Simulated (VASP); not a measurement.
Here is a VASP 6.6.1 calculation.

INCAR

```
  PREC = Accurate
  ENCUT = 600
  EDIFF = 1E-6
  ISMEAR = 0
  SIGMA = 0.1
  LREAL = F
  LASPH = T
  NELM = 100
  ALGO = Normal
  ISIF = 3
  LWAVE = F
  LCHARG = F
  GGA = PE
  IBRION = 2
  NSW = 90
  EDIFFG = -0.04
```

The input KPOINTS:

```
regular mesh
0
Gamma
  4 4 4
```

File POSCAR:

```
MgTl2
1.0
    0.0000000000      4.2635385387      4.2635385387
    4.2635385387      0.0000000000      4.2635385387
    4.2635385387      4.2635385387      0.0000000000
Mg Tl
2 4
Direct
    0.0000000000      0.0000000000      0.0000000000
    0.2500000000      0.2500000000      0.2500000000
    0.6250000000      0.6250000000      0.6250000000
    0.1250000000      0.6250000000      0.6250000000
    0.6250000000      0.6250000000      0.1250000000
    0.6250000000      0.1250000000      0.6250000000
```

Potentials or basis: VASP PAW PBE potentials, release 64 (Mg, Tl_d).

Launch:

```sh
$ cat potpaw_PBE.64/Mg/POTCAR potpaw_PBE.64/Tl_d/POTCAR > POTCAR
$ mpirun -np 1 vasp_std > vasp.out
```

**Question.** What does it give for the space group after relaxing (to 0.1 Å)?

**Answer.** Fd-3m (No. 227).

**Question.** What does it give for the relaxed volume?

**Answer.** 31.15 Å³/atom.

**Question.** Predict the relaxed cell.

**Answer.** a = 6.418 Å, b = 6.418 Å, c = 6.418 Å, α = 60.00°, β = 60.00°, γ = 60.00°.

**Question.** Predict the band gap on the k mesh.

**Answer.** Zero (bands 28 and 29 overlap by 2.22 eV).

The path:
| step | energy change (eV) | largest force (eV/Å) | pressure (GPa) | volume (Å³) |
| --- | --- | --- | --- | --- |
| 1 | 0.0000 | 0.0000 | 7.52 | 155.00 |
| 2 | -0.6008 | 0.0000 | 0.36 | 183.84 |
| 3 | -0.6037 | 0.0000 | -0.03 | 186.89 |

Caveat: the volume moved by over 15 % at a fixed basis, so the end points are rough; spin-orbit coupling is left out, which moves the levels of the heavy elements.
